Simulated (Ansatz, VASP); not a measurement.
## Gd: VASP beside Ansatz

The input INCAR:

```
SYSTEM = Gd
PREC     = Accurate       ! precision mode
ENCUT    = 520            ! plane-wave cutoff, eV
EDIFF    = 1E-7           ! SCF threshold, eV
ISMEAR   = 0              ! smearing method
SIGMA    = 0.024          ! smearing width, eV
LREAL    = .False.        ! projectors in reciprocal space
LASPH    = .True.         ! aspherical terms in the spheres
NELM     = 150            ! most SCF steps
ALGO     = Normal         ! electronic algorithm
ISIF     = 2              ! what is computed and relaxed
LWAVE    = .False.        ! write WAVECAR
LCHARG   = .False.        ! write CHGCAR
ISPIN    = 2              ! spin polarisation
MAGMOM   = 7 7            ! initial moments
LORBIT   = 11             ! projections on sites
LMAXMIX  = 6              ! l up to which the mixer works
GGA      = PE             ! functional
NBANDS   = 29             ! bands
```

File KPOINTS:

```
Automatic mesh
0
Gamma
  8 8 5
  0 0 0
```

The input POSCAR:

```
Gd
1.0
    3.6360000000      0.0000000000      0.0000000000
   -1.8180000000      3.1488683682      0.0000000000
    0.0000000000      0.0000000000      5.7826000000
Gd
2
Direct
    0.6666666667      0.3333333333      0.7500000000
    0.3333333333      0.6666666667      0.2500000000
```

The input input.yaml:

```yaml
crystal:
  lattice:
    - [3.636, 0.0, 0.0]
    - [-1.818, 3.1488683682, 0.0]
    - [0.0, 0.0, 5.7826]
  atoms:
    - { symbol: Gd, position: [0.6666666667, 0.3333333333, 0.75], spin: 7.0 }
    - { symbol: Gd, position: [0.3333333333, 0.6666666667, 0.25], spin: 7.0 }
kpoints:
  mp_grid: { grid: [8, 8, 5] }
scf:
  occupations: { method: gaussian, width: 0.024 }
hamiltonian:
  xc: pbe
  pseudopotentials: { kind: all_electron, lapw: { basis_error: 0.001 } }
magnetization:
  spin_polarized: true
output:
  forces: true
  stress: true
  eigenvalues: true
```

Alike in both runs: task single point; functional PBE; k mesh 8 × 8 × 5; occupations gaussian, width 0.024 eV; collinear spin.

|  | VASP | Ansatz |
| --- | --- | --- |
| version | VASP 6.6.1 | Ansatz 0.2.0 |
| potentials or method | VASP PAW PBE potentials, release 64 (Gd), cutoff 520 eV | all-electron LAPW, scalar-relativistic |

```csv
,VASP,Ansatz,Ansatz less VASP
gap on the k mesh at the Fermi level (eV),none,none,-
pressure (GPa),0.5,0.6,+0.10
"traceless stress, the component that is largest in VASP (GPa)",0.24,0.25,+0.012
net moment per atom (μB),7.60,7.60,-0.001
size of the moment on the site where the two differ most (μB),6.98,7.45,+0.464
```

Site moments also hang on the region over which each program counts them. A gap of «none» marks a metal or a gap that the smearing closes. Ansatz ran all-electron here, and VASP with PAW potentials.

Spin-orbit coupling is off throughout. Noted on Ansatz's run: the open f shell may have settled in a state that isn't the lowest.
